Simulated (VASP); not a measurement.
A run of VASP 6.6.1 is set up as follows.

INCAR

```
SYSTEM = PbS
ALGO     = Normal         ! electronic algorithm
EDIFF    = 1E-7           ! SCF threshold, eV
ENCUT    = 520            ! plane-wave cutoff, eV
GGA      = PE             ! functional
ISIF     = 2              ! what is computed and relaxed
ISMEAR   = 0              ! smearing method
LASPH    = .True.         ! aspherical terms in the spheres
LCHARG   = .False.        ! write CHGCAR
LREAL    = .False.        ! projectors in reciprocal space
LWAVE    = .False.        ! write WAVECAR
NBANDS   = 17             ! bands
NELM     = 100            ! most SCF steps
PREC     = Accurate       ! precision mode
SIGMA    = 0.01           ! smearing width, eV
```

The input KPOINTS:

```
k-points
0
Gamma
  6 6 6
  0 0 0
```

POSCAR

```
PbS
1.0
    0.0000000000      3.3009774917      3.3009774917
    3.3009774917      0.0000000000      3.3009774917
    3.3009774917      3.3009774917      0.0000000000
Pb S
1 1
Direct
    0.0000000000      0.0000000000      0.0000000000
    0.2500000000      0.2500000000      0.2500000000
```

Potentials or basis: VASP PAW PBE potentials, release 64 (Pb_d, S).

The run is started by

```sh
$ cat potpaw_PBE.64/Pb_d/POTCAR potpaw_PBE.64/S/POTCAR > POTCAR
$ mpirun -np 1 vasp_std > vasp.out
```

(1) Estimate the pressure.

(2) Predict the band gap on the k mesh.

Results:

(1) 0.7 GPa.

(2) 0.91 eV (least direct gap 1.27 eV).

Caveat: spin-orbit coupling is left out, which moves the levels of the heavy elements.
